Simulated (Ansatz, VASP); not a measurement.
**Sr: VASP beside Ansatz**

Contents of INCAR:

```
ALGO = Normal
EDIFF = 1E-7
ENCUT = 520
GGA = PE
ISIF = 2
ISMEAR = -1
LASPH = True
LCHARG = False
LREAL = False
LWAVE = False
NBANDS = 22
NELM = 100
PREC = Accurate
SIGMA = 0.1
```

The input KPOINTS:

```
k-points
0
Gamma
  5 5 7
```

Contents of POSCAR:

```
Sr
1.0
    6.5747681013      0.0000000000      0.0000000000
   -3.2873840507      5.6939161997      0.0000000000
    0.0000000000      0.0000000000      3.9088442793
Sr
3
Direct
    0.0000000000      0.0000000000      0.0000000000
    0.3333333333      0.6666666667      0.5000000000
    0.6666666667      0.3333333333      0.5000000000
```

Input for Ansatz:

```yaml
crystal:
  lattice:
    - [6.5747681013, 0.0, 0.0]
    - [-3.2873840507, 5.6939161997, 0.0]
    - [0.0, 0.0, 3.9088442793]
  atoms:
    - { symbol: Sr, position: [0.0, 0.0, 0.0] }
    - { symbol: Sr, position: [0.3333333333, 0.6666666667, 0.5] }
    - { symbol: Sr, position: [0.6666666667, 0.3333333333, 0.5] }
kpoints:
  mp_grid: { grid: [5, 5, 7] }
scf:
  occupations: { method: fermi_dirac, width: 0.1 }
hamiltonian:
  xc: pbe
  pseudopotentials: { kind: all_electron, lapw: { basis_error: 0.001 } }
output:
  forces: true
  stress: true
  eigenvalues: true
  populations: true
```

Change from the starting cell: volume scaled by 0.88, LAPW.

Alike in both runs: task single point; functional PBE; k mesh 5 × 5 × 7; occupations fermi-dirac, width 0.1 eV; no spin polarisation.

|  | VASP | Ansatz |
| --- | --- | --- |
| version | VASP 6.6.1 | Ansatz 0.2.0 |
| potentials or method | VASP PAW PBE potentials, release 64 (Sr_sv), cutoff 520 eV | all-electron LAPW, scalar-relativistic |

|  | VASP | Ansatz | Ansatz less VASP |
| --- | --- | --- | --- |
| pressure (GPa) | 1.7 | 1.7 | -0.01 |

Ansatz ran all-electron here, and VASP with PAW potentials.
